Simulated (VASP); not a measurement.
Input of a VASP 6.6.1 run:

File INCAR:

```
SYSTEM = Ca3O2
PREC = Accurate
ENCUT = 520
EDIFF = 1E-7
ISMEAR = 0
SIGMA = 0.1
LREAL = .FALSE.
LASPH = .TRUE.
NELM = 80
ALGO = Normal
ISIF = 2
LWAVE = .FALSE.
LCHARG = .FALSE.
GGA = PE
NBANDS = 29
```

Contents of KPOINTS:

```
regular mesh
0
G
  6 6 6
  0 0 0
```

Contents of POSCAR:

```
Ca3O2
1.0
    1.8468564216      1.0662830521      8.5611163422
   -1.8468564216      1.0662830521      8.5611163422
    0.0000000000     -2.1325661043      8.5611163422
Ca O
3 2
Direct
    0.0000000000      0.0000000000      0.0000000000
    0.2095000000      0.2095000000      0.2095000000
    0.7905000000      0.7905000000      0.7905000000
    0.4000000000      0.4000000000      0.4000000000
    0.6000000000      0.6000000000      0.6000000000
```

Potentials or basis: VASP PAW PBE potentials, release 64 (Ca_sv, O).

Launch:

```sh
$ cat potpaw_PBE.64/Ca_sv/POTCAR potpaw_PBE.64/O/POTCAR > POTCAR
$ mpirun -np 1 vasp_std > vasp.out
```

(1) What does it give for the largest force?

(2) Predict the band gap on the k mesh.

Results:

(1) 4.526 eV/Å.

(2) zero (bands 21 and 22 overlap by 0.18 eV).

Caveat: semilocal functionals underestimate gaps, and a narrow one can read as zero; forces of over 1 eV/Å act on the atoms, so gaps and moduli don't describe the material at rest.
